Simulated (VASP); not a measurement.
# Ir (Im-3m) in VASP: notebook, part 3 of 3

VASP 6.6.1. Earlier steps stand in the parts before.

**5. Single point, r2SCAN (15.32 Å³/atom)**

This run uses another cell than the first one, of 15.32 Å³/atom.

The input, POSCAR:

```
Ir
1.0
   -1.5644262002      1.5644262002      1.5644262002
    1.5644262002     -1.5644262002      1.5644262002
    1.5644262002      1.5644262002     -1.5644262002
Ir
1
Direct
    0.0000000000      0.0000000000      0.0000000000
```

The input, INCAR.step1:

```
  ALGO = Normal
  EDIFF = 1E-5
  ENCUT = 620
  GGA = PE
  GGA_COMPAT = F
  ISMEAR = -1
  LASPH = T
  LCHARG = F
  LREAL = F
  LWAVE = T
  NBANDS = 14
  NELM = 120
  PREC = Accurate
  SIGMA = 0.1
```

The input, INCAR.step2:

```
  ALGO = Normal
  EDIFF = 1E-6
  ENCUT = 620
  GGA_COMPAT = F
  ISIF = 2
  ISMEAR = -1
  ISTART = 1
  LASPH = T
  LCHARG = F
  LMIXTAU = T
  LREAL = F
  LWAVE = F
  METAGGA = R2SCAN
  NBANDS = 14
  NELM = 120
  PREC = Accurate
  SIGMA = 0.1
```

The input, KPOINTS:

```
k-points
0
Gamma
  16 16 16
```

Potentials or basis: VASP PAW PBE potentials, release 64 (Ir_sv_GW).

Command:

```sh
> cat potpaw_PBE.64/Ir_sv_GW/POTCAR > POTCAR
> cp INCAR.step1 INCAR
> mpirun -np 1 vasp_std > vasp.out
> cp INCAR.step2 INCAR
> mpirun -np 1 vasp_std > vasp.out
```

OUTCAR:

```text
EDIFF = 1E-6
   ENCUT = 620
   ISIF = 2
   ISMEAR = -1
   ISTART = 1
   LASPH = T
   LREAL = F
   METAGGA = R2SCAN
   NELM = 120
   PREC = Accurate

 ion  position               nearest neighbor table
   1  0.000  0.000  0.000-

  LATTYP: Found a body centered cubic cell.
 ALAT       =     3.1288524004

  Lattice vectors:

 A1 = (  -1.5644262002,   1.5644262002,   1.5644262002)
 A2 = (   1.5644262002,  -1.5644262002,   1.5644262002)
 A3 = (   1.5644262002,   1.5644262002,  -1.5644262002)

Analysis of symmetry for initial positions (statically):
=====================================================================
 Subroutine PRICEL returns:
 Original cell was already a primitive cell.

 Routine SETGRP: Setting up the symmetry group for a
 body centered cubic supercell.

 Subroutine GETGRP returns: Found 48 space group operations
 (whereof 48 operations were pure point group operations)
 out of a pool of 48 trial point group operations.

The static configuration has the point symmetry O_h .

Analysis of symmetry for dynamics (positions and initial velocities):
=====================================================================
 Subroutine PRICEL returns:
 Original cell was already a primitive cell.

 Routine SETGRP: Setting up the symmetry group for a
 body centered cubic supercell.

 Subroutine GETGRP returns: Found 48 space group operations
 (whereof 48 operations were pure point group operations)
 out of a pool of 48 trial point group operations.

The dynamic configuration has the point symmetry O_h .

 Subroutine INISYM returns: Found 48 space group operations
 (whereof 48 operations are pure point group operations),
 and found     1 'primitive' translations

[... 116 lines left out ...]
   LORBIT       =      0    0 simple, 1 ext, 2 COOP (PROOUT), +10 PAW based schemes
   METAGGA = R2SCAN    functional components
   LHFCALC =     F    Hartree Fock is set to
   AEXX    =    0.0000 exact exchange contribution
   IVDW    =     0    specifies the selected vdW correction
   LEPSILON=     F    determine dielectric tensor
   LRPA    =     F    only Hartree local field effects (RPA)
 non-spin polarized calculation
  energy-cutoff  :      620.00
  volume of cell :       15.32
 maximum number of plane-waves:       555
 NGX is ok and might be reduce to    24
   NGX = 11   NGY = 11   NGZ = 11

 number of electron      17.0000000 magnetization

 Free energy of the ion-electron system (eV)
  ---------------------------------------------------
  ext. energy  EPLUGINS =         0.00000000
  ---------------------------------------------------
  free energy    TOTEN  =       -52.22960747 eV

  energy without entropy =      -52.15321872  energy(sigma->0) =      -52.19141310

 E-fermi :  10.9342     XC(G=0): -15.2950

 val. band max:       10.9326027486   @ k =   0.2500   0.1875   0.0000
 cond. band min:      10.9342117000   @ k =   0.2500   0.2500   0.0625
 fundamental gap:      0.0016089515
 Fermi energy:        10.9341828864

 k-point     1 :       0.0000    0.0000    0.0000
  band No.  band energies     occupation
      1     -83.4283      2.00000
      2     -39.3248      2.00000
      3     -39.3248      2.00000
      4     -39.3248      2.00000
      5       0.5472      2.00000
      6       7.5329      2.00000
      7       7.5329      2.00000
      8       7.5329      2.00000
      9      10.4287      1.98733
     10      10.4287      1.98733
     11      28.0495      0.00000
     12      28.0495      0.00000
     13      28.0495      0.00000
     14      39.5064      0.00000
[... 377 lines left out ...]
      1     -83.3779      2.00000
      2     -39.8365      2.00000
      3     -39.5402      2.00000
      4     -39.3795      2.00000
      5       4.5802      2.00000
      6       6.3004      2.00000
      7       7.1097      2.00000
      8       9.9003      1.99994
      9      10.9326      1.00790
     10      13.1729      0.00000
     11      22.4074      0.00000
     12      25.4774      0.00000
     13      28.3298      0.00000
     14      32.6122      0.00000

 [... further k-points ...]

------------------------ aborting loop because EDIFF is reached ----------------------------------------

  FORCE on cell =-STRESS in cart. coord.  units (eV):
  Direction    XX          YY          ZZ          XY          YZ          ZX
  --------------------------------------------------------------------------------------
  -------------------------------------------------------------------------------------
  Total       -1.1906478     -1.1906478     -1.1906478     -0.0000000      0.0000000      0.0000000
  in kB     -124.5571456   -124.5571456   -124.5571456     -0.0000000      0.0000000      0.0000000
  external PRESSURE =    -124.5571456 kB  Pullay stress =       0.0000000 kB

 VOLUME and BASIS-vectors are now :
 -----------------------------------------------------------------------------
  energy-cutoff  :      620.00
  volume of cell :       15.32
      direct lattice vectors                 reciprocal lattice vectors
    -1.564426200  1.564426200  1.564426200     0.000000000  0.319606000  0.319606000
     1.564426200 -1.564426200  1.564426200     0.319606000  0.000000000  0.319606000
     1.564426200  1.564426200 -1.564426200     0.319606000  0.319606000  0.000000000

 POSITION                                       TOTAL-FORCE (eV/Angst)
 -----------------------------------------------------------------------------------
      0.00000      0.00000      0.00000         0.000000      0.000000      0.000000
 -----------------------------------------------------------------------------------
    total drift:                               -0.000000      0.000000      0.000000

  FREE ENERGIE OF THE ION-ELECTRON SYSTEM (eV)
  ---------------------------------------------------
  free  energy   TOTEN  =       -52.2296074732 eV

  energy  without entropy=      -52.1532187178  energy(sigma->0) =      -52.19141310
```

OUTCAR.step1:

```text
EDIFF = 1E-5
   ENCUT = 620
   GGA = PE
   ISMEAR = -1
   LASPH = T
   LREAL = F
[... 622 lines left out ...]

 POSITION                                       TOTAL-FORCE (eV/Angst)
 -----------------------------------------------------------------------------------
      0.00000      0.00000      0.00000         0.000000     -0.000000     -0.000000
 -----------------------------------------------------------------------------------
    total drift:                               -0.000000      0.000000      0.000000

  FREE ENERGIE OF THE ION-ELECTRON SYSTEM (eV)
  ---------------------------------------------------
  free  energy   TOTEN  =        -8.8175512721 eV

  energy  without entropy=       -8.7384334569  energy(sigma->0) =       -8.77799236
```

OSZICAR.step1:

```text
N       E                     dE             d eps       ncg     rms          rms(c)
DAV:   1     0.130344898365E+03    0.13034E+03   -0.12437E+04  4108   0.142E+03
DAV:   2    -0.780148576967E+01   -0.13815E+03   -0.13250E+03  5074   0.423E+02
DAV:   3    -0.986740944112E+01   -0.20659E+01   -0.20541E+01  4612   0.497E+01
DAV:   4    -0.987113760326E+01   -0.37282E-02   -0.37279E-02  4954   0.258E+00
DAV:   5    -0.987114738907E+01   -0.97858E-05   -0.97864E-05  4588   0.124E-01    0.649E+01
DAV:   6    -0.889996775093E+01    0.97118E+00   -0.13829E+00  4144   0.123E+01    0.347E+01
DAV:   7    -0.883248504995E+01    0.67483E-01   -0.35710E-01  4696   0.585E+00    0.631E+00
DAV:   8    -0.881767910901E+01    0.14806E-01   -0.60218E-02  4144   0.297E+00    0.776E-01
DAV:   9    -0.881762410965E+01    0.54999E-04   -0.80814E-04  4636   0.369E-01    0.200E-01
DAV:  10    -0.881755142538E+01    0.72684E-04   -0.13929E-04  4612   0.165E-01    0.161E-01
DAV:  11    -0.881755127215E+01    0.15324E-06   -0.76080E-06  2492   0.348E-02
   1 F= -.88175513E+01 E0= -.87779924E+01  d E =-.791178E-01
```

It took 88 s on 1 thread of AMD EPYC 9R45 (Zen 5), shared host; peak memory 0.15 GiB.

What came out:

| Quantity | Value |
| --- | --- |
| Free energy | -52.2296 eV |
| Pressure | -12.5 GPa |
| Band gap on the k mesh | zero (an odd number of electrons rules out a gap without spin polarisation) |

Levels at points of the mesh, in eV from the Fermi level:
| k point | band 6 | band 7 | band 8 | band 9 | band 10 | band 11 |
| --- | --- | --- | --- | --- | --- | --- |
| (0.00, 0.00, 0.00) | -3.40 | -3.40 | -3.40 | -0.51 | -0.51 | 17.12 |
| (0.50, 0.00, 0.00) | -5.15 | -0.67 | -0.05 | 0.11 | 2.18 | 7.88 |
| (0.50, 0.50, 0.50) | -6.71 | 1.52 | 1.52 | 1.52 | 8.09 | 8.09 |

Caveat: the cell stands under tension; the PAW data sets were made with another functional, which shifts forces and pressure a little; spin-orbit coupling is left out, which moves the levels of the heavy elements.

**6. Single point, r2SCAN (14.73 Å³/atom)**

This run uses another cell than the first one, of 14.73 Å³/atom.

The input, POSCAR:

```
Ir
1.0
   -1.5441066769      1.5441066769      1.5441066769
    1.5441066769     -1.5441066769      1.5441066769
    1.5441066769      1.5441066769     -1.5441066769
Ir
1
Direct
    0.0000000000      0.0000000000      0.0000000000
```

The input, INCAR.step1:

```
ALGO = Normal ; EDIFF = 1E-5
ENCUT = 620 ; GGA = PE
GGA_COMPAT = F ; ISMEAR = -1
LASPH = T ; LCHARG = F
LREAL = F ; LWAVE = T
NBANDS = 14 ; NELM = 120
PREC = Accurate ; SIGMA = 0.1
```

The input, INCAR.step2:

```
ALGO = Normal ; EDIFF = 1E-6
ENCUT = 620 ; GGA_COMPAT = F
ISIF = 2 ; ISMEAR = -1
ISTART = 1 ; LASPH = T
LCHARG = F ; LMIXTAU = T
LREAL = F ; LWAVE = F
METAGGA = R2SCAN ; NBANDS = 14
NELM = 120 ; PREC = Accurate
SIGMA = 0.1
```

KPOINTS is that of step 5.

Potentials or basis: VASP PAW PBE potentials, release 64 (Ir_sv_GW).

Command:

```sh
> cat potpaw_PBE.64/Ir_sv_GW/POTCAR > POTCAR
> cp INCAR.step1 INCAR
> mpirun -np 1 vasp_std > vasp.out
> cp INCAR.step2 INCAR
> mpirun -np 1 vasp_std > vasp.out
```

Run time: 81 s. Hardware: 1 thread of Intel Xeon Platinum 8488C (Sapphire Rapids), shared host; peak memory 0.18 GiB.

It converged, with:

```yaml
Free_energy: -52.2524 eV
Pressure: -0.7 GPa
Band_gap_on_the_k_mesh: zero (an odd number of electrons rules out a gap without spin polarisation)
```

Levels at points of the mesh, in eV from the Fermi level:
```csv
k point,band 6,band 7,band 8,band 9,band 10,band 11
"(0.00, 0.00, 0.00)",-3.61,-3.61,-3.61,-0.55,-0.55,17.09
"(0.50, 0.00, 0.00)",-5.47,-0.71,-0.05,0.03,2.33,8.32
"(0.50, 0.50, 0.50)",-7.14,1.62,1.62,1.62,8.24,8.24
```

Caveat: the PAW data sets were made with another functional, which shifts forces and pressure a little; spin-orbit coupling is left out, which moves the levels of the heavy elements.

**7. Overview**

| cell | gap on the mesh (eV) | pressure (GPa) |
| --- | --- | --- |
| a = 2.601 Å, angles 109.5°, 1 atom | none | 33.3 |
| a = 2.563 Å, angles 109.5°, 1 atom | none | 57.6 |
| a = 2.638 Å, angles 109.5°, 1 atom | none | 14.3 |
| a = 2.710 Å, angles 109.5°, 1 atom | none | -12.5 |
| a = 2.674 Å, angles 109.5°, 1 atom | none | -0.7 |

Alike in all rows: task single point; level r2SCAN; potentials or basis VASP PAW PBE potentials, release 64 (Ir_sv_GW); no spin polarisation; k mesh 16 × 16 × 16; cutoff (eV) 620; smearing fermi-dirac 0.1 eV.

Caveats: the PAW data sets were made with another functional, which shifts forces and pressure a little; spin-orbit coupling is left out, which moves the levels of the heavy elements; the cell stands under pressure (at least some runs); the cell stands under tension (at least some runs).

Absolute energies hang on the potentials; compare differences alone.
